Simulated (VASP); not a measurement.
# Cd (I4/mmm) in VASP: further runs

The runs below take Cd through single point, with r2SCAN.

Program: VASP 6.6.1. These are calculated values, not measurements. Logs are shortened: lines on timing, memory, paths and dates and some standing lists are left out, and cuts for length are marked.

## 1. The cell of the first run

It takes space group I4/mmm (No. 139, tetragonal). The conventional cell has a = 4.006 Å, b = 4.006 Å, c = 2.832 Å, α = 90.00°, β = 90.00°, γ = 90.00°. Cd (site symmetry 4/mmm) has 10 Cd at 2.83 to 3.17 Å within 3.7 Å.

## 2. Single point, r2SCAN

The input, POSCAR:

```
Cd
1.0
   -2.0029345540      2.0029345540      1.4160747297
    2.0029345540     -2.0029345540      1.4160747297
    2.0029345540      2.0029345540     -1.4160747297
Cd
1
Direct
    0.0000000000      0.0000000000      0.0000000000
```

The input, INCAR.step1:

```
SYSTEM = Cd
PREC     = Accurate       ! precision mode
ENCUT    = 520            ! plane-wave cutoff, eV
ISMEAR   = 0              ! smearing method
SIGMA    = 0.15           ! smearing width, eV
LREAL    = .False.        ! projectors in reciprocal space
LASPH    = .True.         ! aspherical terms in the spheres
NELM     = 60             ! most SCF steps
NBANDS   = 12             ! bands
GGA      = PE             ! functional
ALGO     = Normal         ! electronic algorithm
EDIFF    = 1E-4           ! SCF threshold, eV
LWAVE    = .True.         ! write WAVECAR
LCHARG   = .False.        ! write CHGCAR
```

The input, INCAR.step2:

```
SYSTEM = Cd
PREC     = Accurate       ! precision mode
ENCUT    = 520            ! plane-wave cutoff, eV
EDIFF    = 1E-6           ! SCF threshold, eV
ISMEAR   = 0              ! smearing method
SIGMA    = 0.15           ! smearing width, eV
LREAL    = .False.        ! projectors in reciprocal space
LASPH    = .True.         ! aspherical terms in the spheres
NELM     = 60             ! most SCF steps
ALGO     = Normal         ! electronic algorithm
ISIF     = 2              ! what is computed and relaxed
LWAVE    = .False.        ! write WAVECAR
LCHARG   = .False.        ! write CHGCAR
METAGGA  = R2SCAN         ! meta-GGA
LMIXTAU  = .True.       
NBANDS   = 12             ! bands
ISTART   = 1
```

The input, KPOINTS:

```
regular mesh
0
Gamma
  20 20 20
  0 0 0
```

Potentials or basis: VASP PAW PBE potentials, release 64 (Cd).

Launch:

```bash
$ cat potpaw_PBE.64/Cd/POTCAR > POTCAR
$ cp INCAR.step1 INCAR
$ mpirun -np 1 vasp_std > vasp.out
$ cp INCAR.step2 INCAR
$ mpirun -np 1 vasp_std > vasp.out
```

OUTCAR:

```text
SYSTEM = Cd
   PREC = Accurate
   ENCUT = 520
   EDIFF = 1E-6
   ISMEAR = 0
   LREAL = .False.
   LASPH = .True.
   NELM = 60
   ISIF = 2
   METAGGA = R2SCAN
   ISTART = 1

 ion  position               nearest neighbor table
   1  0.000  0.000  0.000-

  LATTYP: Found a body centered tetragonal cell.
 ALAT       =     4.0058691080
 C/A-ratio  =     0.7070000000

  Lattice vectors:

 A1 = (  -2.0029345540,   2.0029345540,   1.4160747297)
 A2 = (   2.0029345540,  -2.0029345540,   1.4160747297)
 A3 = (   2.0029345540,   2.0029345540,  -1.4160747297)

Analysis of symmetry for initial positions (statically):
=====================================================================
 Subroutine PRICEL returns:
 Original cell was already a primitive cell.

 Routine SETGRP: Setting up the symmetry group for a
 body centered tetragonal supercell.

 Subroutine GETGRP returns: Found 16 space group operations
 (whereof 16 operations were pure point group operations)
 out of a pool of 16 trial point group operations.

The static configuration has the point symmetry D_4h.

Analysis of symmetry for dynamics (positions and initial velocities):
=====================================================================
 Subroutine PRICEL returns:
 Original cell was already a primitive cell.

 Routine SETGRP: Setting up the symmetry group for a
 body centered tetragonal supercell.

 Subroutine GETGRP returns: Found 16 space group operations
 (whereof 16 operations were pure point group operations)
 out of a pool of 16 trial point group operations.

The dynamic configuration has the point symmetry D_4h.

 Subroutine INISYM returns: Found 16 space group operations
 (whereof 16 operations are pure point group operations),
 and found     1 'primitive' translations

----------------------------------------------------------------------------------------

                                     Primitive cell

  volume of cell :      22.7237

  direct lattice vectors                    reciprocal lattice vectors
    -2.002934554  2.002934554  1.416074730     0.000000000  0.249633718  0.353088710
     2.002934554 -2.002934554  1.416074730     0.249633718  0.000000000  0.353088710
     2.002934554  2.002934554 -1.416074730     0.249633718  0.249633718  0.000000000

  length of vectors
     3.166821955  3.166821955  3.166821955     0.432421820  0.432421820  0.353035390

  position of ions in fractional coordinates (direct lattice)
     0.000000000  0.000000000  0.000000000

  ion indices of the primitive-cell ions
   primitive index   ion index
                 1           1

----------------------------------------------------------------------------------------

 KPOINTS: regular mesh

Automatic generation of k-mesh.
 Grid dimensions read from file:
 generate k-points for:   20   20   20

 Generating k-lattice:

  Cartesian coordinates                     Fractional coordinates (reciprocal lattice)
     0.000000000  0.012481686  0.017654436     0.050000000  0.000000000  0.000000000
     0.012481686  0.000000000  0.017654436     0.000000000  0.050000000  0.000000000
     0.012481686  0.012481686  0.000000000     0.000000000  0.000000000  0.050000000

  Length of vectors
     0.021621091  0.021621091  0.017651769

  Shift w.r.t. Gamma in fractional coordinates (k-lattice)
     0.000000000  0.000000000  0.000000000

 Subroutine IBZKPT returns following result:
 ===========================================

 Found    641 irreducible k-points:

 Following reciprocal coordinates:
            Coordinates               Weight
  0.000000  0.000000  0.000000      1.000000
  0.050000  0.000000 -0.000000      8.000000
  0.100000  0.000000 -0.000000      8.000000
  0.150000  0.000000 -0.000000      8.000000
  0.200000  0.000000 -0.000000      8.000000
  0.250000  0.000000 -0.000000      8.000000
[... 16 lines left out ...]
 -0.400000  0.050000  0.000000     16.000000
 -0.350000  0.050000  0.000000     16.000000
 [... further k-points ...]
   k-points           NKPTS =    641   k-points in BZ     NKDIM =    641   number of bands    NBANDS=     12
   number of dos      NEDOS =    301   number of ions     NIONS =      1
   total plane-waves  NPLWV =  13824
   dimension x,y,z NGX =    24 NGY =   24 NGZ =   24
   dimension x,y,z NGXF=    48 NGYF=   48 NGZF=   48
   ions per type =               1
   NGX,Y,Z   is equivalent  to a cutoff of  12.60, 12.60, 12.60 a.u.
   NGXF,Y,Z  is equivalent  to a cutoff of  25.20, 25.20, 25.20 a.u.
 SYSTEM =  Cd
   PREC   = accura    normal or accurate (medium, high low for compatibility)
   ISTART =      1    job   : 0-new  1-cont  2-samecut
   ICHARG =      0    charge: 1-file 2-atom 10-const
   ISPIN  =      1    spin polarized calculation?
   LNONCOLLINEAR =      F non collinear calculations
   LSORBIT =      F    spin-orbit coupling
   LASPH  =      T    aspherical Exc in radial PAW
   ENCUT  =  520.0 eV  38.22 Ry    6.18 a.u.   5.89  5.89  5.89*2*pi/ulx,y,z
   NELM   =     60;   NELMIN=  2; NELMDL=  0     # of ELM steps
   EDIFF  = 0.1E-05   stopping-criterion for ELM
   LREAL  =      F    real-space projection
   EDIFFG = 0.1E-04   stopping-criterion for IOM
   NSW    =      0    number of steps for IOM
   IBRION =     -1    ionic relax: 0-MD 1-quasi-New 2-CG
   NFREE  =      0    steps in history (QN), initial steepest desc. (CG)
   ISIF   =      2    stress and relaxation
   ISYM   =      2    0-nonsym 1-usesym 2-fastsym
   POTIM  = 0.5000    time-step for ionic-motion
   TEBEG  =    0.0;   TEEND  =   0.0 temperature during run
   PSTRESS=    0.0 pullay stress
   NELECT =      12.0000    total number of electrons
   NUPDOWN=      -1.0000    fix difference up-down
   EMIN   =  10.00;   EMAX   =-10.00  energy-range for DOS
   EFERMI =   0.00;   METHOD = LEGACY
   ISMEAR =     0;   SIGMA  =   0.15  broadening in eV -4-tet -1-fermi 0-gaus
   EFERMI_NEDOS =   21; number of points for ismear=-14 and -15
   IALGO  =     38    algorithm
   IMIX   =      4    mixing-type and parameters
     AMIX     =   0.40;   BMIX     =  1.00
     AMIX_MAG =   1.60;   BMIX_MAG =  1.00
  volume/ion in A,a.u.               =      22.72       153.35
  Fermi-wavevector in a.u.,A,eV,Ry     =   1.323250  2.500581 23.823686  1.750992
  Thomas-Fermi vector in A             =   2.452872
   LORBIT       =      0    0 simple, 1 ext, 2 COOP (PROOUT), +10 PAW based schemes
   METAGGA = R2SCAN    functional components
   LHFCALC =     F    Hartree Fock is set to
   AEXX    =    0.0000 exact exchange contribution
   IVDW    =     0    specifies the selected vdW correction
   LEPSILON=     F    determine dielectric tensor
   LRPA    =     F    only Hartree local field effects (RPA)
 non-spin polarized calculation
 Gauss-broadening in eV      SIGMA  =   0.15
  energy-cutoff  :      520.00
  volume of cell :       22.72
 maximum number of plane-waves:       635
   NGX = 11   NGY = 11   NGZ = 11

 number of electron      12.0000006 magnetization

 Free energy of the ion-electron system (eV)
  ---------------------------------------------------
  ext. energy  EPLUGINS =         0.00000000
  ---------------------------------------------------
  free energy    TOTEN  =       -20.08326449 eV

  energy without entropy =      -20.07910560  energy(sigma->0) =      -20.08118504

 E-fermi :   2.4239     XC(G=0): -11.4531

 val. band max:        2.4223123130   @ k =   0.3500   0.3500   0.1500
 cond. band min:       2.4277424404   @ k =   0.3500   0.2000   0.1000
 fundamental gap:      0.0054301274
 Fermi energy:         2.4239180453

 k-point     1 :       0.0000    0.0000    0.0000
  band No.  band energies     occupation
      1      -7.4484      2.00000
      2      -7.4343      2.00000
      3      -6.5762      2.00000
      4      -6.5762      2.00000
      5      -6.3633      2.00000
      6      -6.2384      2.00000
      7      13.6492      0.00000
      8      13.6492      0.00000
      9      17.5223      0.00000
     10      18.4571      0.00000
     11      22.7350      0.00000
     12      22.7350      0.00000

 k-point     2 :       0.0500    0.0000   -0.0000
  band No.  band energies     occupation
      1      -7.4192      2.00000
      2      -7.4072      2.00000
      3      -6.5925      2.00000
      4      -6.5899      2.00000
      5      -6.3706      2.00000
      6      -6.1679      2.00000
      7      13.5126      0.00000
      8      13.5566      0.00000
      9      17.7715      0.00000
     10      18.6417      0.00000
     11      21.8354      0.00000
     12      22.1881      0.00000

 k-point     3 :       0.1000    0.0000   -0.0000
  band No.  band energies     occupation
      1      -7.3783      2.00000
      2      -7.2933      2.00000
      3      -6.6483      2.00000
      4      -6.6255      2.00000
      5      -6.3907      2.00000
      6      -5.9402      2.00000
      7      13.1817      0.00000
      8      13.3185      0.00000
      9      18.4269      0.00000
     10      19.0266      0.00000
     11      19.8095      0.00000
     12      21.0777      0.00000
[... 286 lines left out ...]
 k-point    23 :      -0.4000    0.0500    0.0000
  band No.  band energies     occupation
      1      -7.4538      2.00000
      2      -7.3841      2.00000
      3      -6.5681      2.00000
      4      -6.3823      2.00000
      5      -6.2149      2.00000
      6      -1.6628      2.00000
      7       7.6070      0.00000
      8      10.2395      0.00000
      9      11.8543      0.00000
     10      15.8834      0.00000
     11      17.4566      0.00000
     12      21.9111      0.00000

 k-point    24 :      -0.3500    0.0500    0.0000
  band No.  band energies     occupation
      1      -7.3827      2.00000
      2      -7.2648      2.00000
      3      -6.5462      2.00000
      4      -6.4863      2.00000
      5      -6.3995      2.00000
      6      -2.8174      2.00000
      7       9.6655      0.00000
      8      10.3532      0.00000
      9      12.1520      0.00000
     10      16.4466      0.00000
     11      18.2098      0.00000
     12      22.4510      0.00000

 [... further k-points ...]

------------------------ aborting loop because EDIFF is reached ----------------------------------------

  FORCE on cell =-STRESS in cart. coord.  units (eV):
  Direction    XX          YY          ZZ          XY          YZ          ZX
  --------------------------------------------------------------------------------------
  -------------------------------------------------------------------------------------
  Total       -0.1126602     -0.1126602      0.4394913      0.0000000      0.0000000      0.0000000
  in kB       -7.9433076     -7.9433076     30.9871205      0.0000000      0.0000000      0.0000000
  external PRESSURE =       5.0335018 kB  Pullay stress =       0.0000000 kB

 VOLUME and BASIS-vectors are now :
 -----------------------------------------------------------------------------
  energy-cutoff  :      520.00
  volume of cell :       22.72
      direct lattice vectors                 reciprocal lattice vectors
    -2.002934554  2.002934554  1.416074730     0.000000000  0.249633718  0.353088710
     2.002934554 -2.002934554  1.416074730     0.249633718  0.000000000  0.353088710
     2.002934554  2.002934554 -1.416074730     0.249633718  0.249633718  0.000000000

 POSITION                                       TOTAL-FORCE (eV/Angst)
 -----------------------------------------------------------------------------------
      0.00000      0.00000      0.00000        -0.000000     -0.000000      0.000000
 -----------------------------------------------------------------------------------
    total drift:                                0.000000      0.000000      0.000000

  FREE ENERGIE OF THE ION-ELECTRON SYSTEM (eV)
  ---------------------------------------------------
  free  energy   TOTEN  =       -20.0832644859 eV

  energy  without entropy=      -20.0791056032  energy(sigma->0) =      -20.08118504
```

Run time: 4.6 min. Hardware: 1 thread of Intel Xeon Platinum 8259CL at 2.50GHz (Skylake/Cascade Lake), shared host; peak memory 0.28 GiB.

Results:

| Item | Value |
| --- | --- |
| Free energy | -20.0833 eV |
| Pressure | 0.5 GPa |
| Band gap on the k mesh | zero (bands 6 and 7 overlap by 5.34 eV) |

Caveat: the PAW data sets were made with another functional, which shifts forces and pressure a little.

## 3. Single point, r2SCAN

The input, POSCAR:

```
Cd
1.0
   -1.8836501953      1.8836501953      1.6011026660
    1.8836501953     -1.8836501953      1.6011026660
    1.8836501953      1.8836501953     -1.6011026660
Cd
1
Direct
    0.0000000000      0.0000000000      0.0000000000
```

The input, INCAR.step1:

```
PREC     = Accurate       # precision mode
ENCUT    = 520            # plane-wave cutoff, eV
ISMEAR   = 0              # smearing method
SIGMA    = 0.15           # smearing width, eV
LREAL    = False          # projectors in reciprocal space
LASPH    = True           # aspherical terms in the spheres
NELM     = 100            # most SCF steps
NBANDS   = 12             # bands
GGA      = PE             # functional
ALGO     = Normal         # electronic algorithm
EDIFF    = 1E-4           # SCF threshold, eV
LWAVE    = True           # write WAVECAR
LCHARG   = False          # write CHGCAR
```

The input, INCAR.step2:

```
PREC     = Accurate       # precision mode
ENCUT    = 520            # plane-wave cutoff, eV
EDIFF    = 1E-6           # SCF threshold, eV
ISMEAR   = 0              # smearing method
SIGMA    = 0.15           # smearing width, eV
LREAL    = False          # projectors in reciprocal space
LASPH    = True           # aspherical terms in the spheres
NELM     = 100            # most SCF steps
ALGO     = Normal         # electronic algorithm
ISIF     = 2              # what is computed and relaxed
LWAVE    = False          # write WAVECAR
LCHARG   = True           # write CHGCAR
METAGGA  = R2SCAN         # meta-GGA
LMIXTAU  = True         
LELF     = True           # ELF
LVHAR    = True         
NBANDS   = 12             # bands
ISTART   = 1
```

The input, KPOINTS:

```
regular mesh
0
Gamma
  20 20 20
```

Potentials or basis: VASP PAW PBE potentials, release 64 (Cd).

Launch:

```bash
$ cat potpaw_PBE.64/Cd/POTCAR > POTCAR
$ cp INCAR.step1 INCAR
$ mpirun -np 1 vasp_std > vasp.out
$ cp INCAR.step2 INCAR
$ mpirun -np 1 vasp_std > vasp.out
```

Run time: 6.9 min. Hardware: 1 thread of Intel Xeon Platinum 8259CL at 2.50GHz (Skylake/Cascade Lake), shared host; peak memory 0.28 GiB.

It converged, with:

* Free energy: -20.0483 eV
* Pressure: -1.6 GPa
* Band gap on the k mesh: zero (bands 6 and 7 overlap by 4.49 eV)

Stress tensor (GPa, compression positive):
```
-0.12  0.00  0.00
 0.00 -0.12  0.00
 0.00  0.00 -4.46
```

Levels at points of the mesh, in eV from the Fermi level:
```csv
k point,band 4,band 5,band 6,band 7,band 8,band 9
"(0.00, 0.00, 0.00)",-9.36,-8.97,-8.94,13.67,13.67,17.44
"(0.50, 0.00, 0.00)",-8.81,-8.69,-1.86,-0.33,8.79,9.45
"(0.50, 0.50, 0.00)",-9.16,-8.71,-2.54,-2.00,12.08,12.73
"(0.50, 0.50, 0.50)",-8.79,-8.71,2.24,2.24,4.53,6.69
```

Caveat: the PAW data sets were made with another functional, which shifts forces and pressure a little.

## 4. Single point, r2SCAN

The input, POSCAR:

```
Cd
1.0
   -1.6791112891      1.6791112891      2.0149335470
    1.6791112891     -1.6791112891      2.0149335470
    1.6791112891      1.6791112891     -2.0149335470
Cd
1
Direct
    0.0000000000      0.0000000000      0.0000000000
```

The input, INCAR.step1:

```
SYSTEM = Cd
ALGO = Normal
EDIFF = 1E-4
ENCUT = 520
GGA = PE
ISMEAR = 0
LASPH = .True.
LCHARG = .False.
LREAL = .False.
LWAVE = .True.
NBANDS = 12
NELM = 80
PREC = Accurate
SIGMA = 0.15
```

The input, INCAR.step2:

```
SYSTEM = Cd
ALGO = Normal
EDIFF = 1E-6
ENCUT = 520
ISIF = 2
ISMEAR = 0
ISTART = 1
LASPH = .True.
LCHARG = .False.
LMIXTAU = .True.
LREAL = .False.
LWAVE = .False.
METAGGA = R2SCAN
NBANDS = 12
NELM = 80
PREC = Accurate
SIGMA = 0.15
```

The input, KPOINTS:

```
k-points
0
Gamma
  20 20 20
  0 0 0
```

Launch:

```bash
$ cat potpaw_PBE.64/Cd/POTCAR > POTCAR
$ cp INCAR.step1 INCAR
$ mpirun -np 1 vasp_std > vasp.out
$ cp INCAR.step2 INCAR
$ mpirun -np 1 vasp_std > vasp.out
```

It took 7 min on 1 thread of Intel Xeon Platinum 8259CL at 2.50GHz (Skylake/Cascade Lake), shared host; peak memory 0.28 GiB.

Results (log left out):

* Free energy: -20.0484 eV
* Pressure: -1.6 GPa
* Band gap on the k mesh: zero (bands 6 and 7 overlap by 3.31 eV)

Stress tensor (GPa, compression positive):
```
-2.51  0.00  0.00
 0.00 -2.51  0.00
 0.00  0.00  0.30
```

Levels at points of the mesh, in eV from the Fermi level:
```csv
k point,band 3,band 4,band 5,band 6,band 7,band 8,band 9,band 10
"(0.00, 0.00, 0.00)",-9.38,-9.26,-8.99,-8.92,14.60,15.42,15.48,15.48
"(0.50, 0.00, 0.00)",-9.34,-8.91,-8.69,-2.29,-1.37,11.06,11.73,15.11
"(0.50, 0.50, 0.00)",-8.87,-8.86,-8.61,-1.54,0.21,7.83,8.33,12.01
"(0.50, 0.50, 0.50)",-8.79,-8.69,-8.69,0.89,3.75,5.25,5.25,9.32
```

Caveat: the PAW data sets were made with another functional, which shifts forces and pressure a little.

## 5. Overview

```tsv
cell	gap on the mesh (eV)	pressure (GPa)
a = 3.167 Å, angles 101.5, 101.5, 126.9°, 1 atom	none	0.5
a = 3.108 Å, angles 105.4, 105.4, 118.0°, 1 atom	none	-1.6
a = 3.114 Å, angles 114.7, 114.7, 99.4°, 1 atom	none	-1.6
```

Alike in all rows: task single point; level r2SCAN; potentials or basis VASP PAW PBE potentials, release 64 (Cd); no spin polarisation; k mesh 20 × 20 × 20; cutoff (eV) 520; smearing gaussian 0.15 eV.

Caveats: the PAW data sets were made with another functional, which shifts forces and pressure a little.

Total energies depend on the potentials used, so only differences within one code and one set of settings carry meaning.
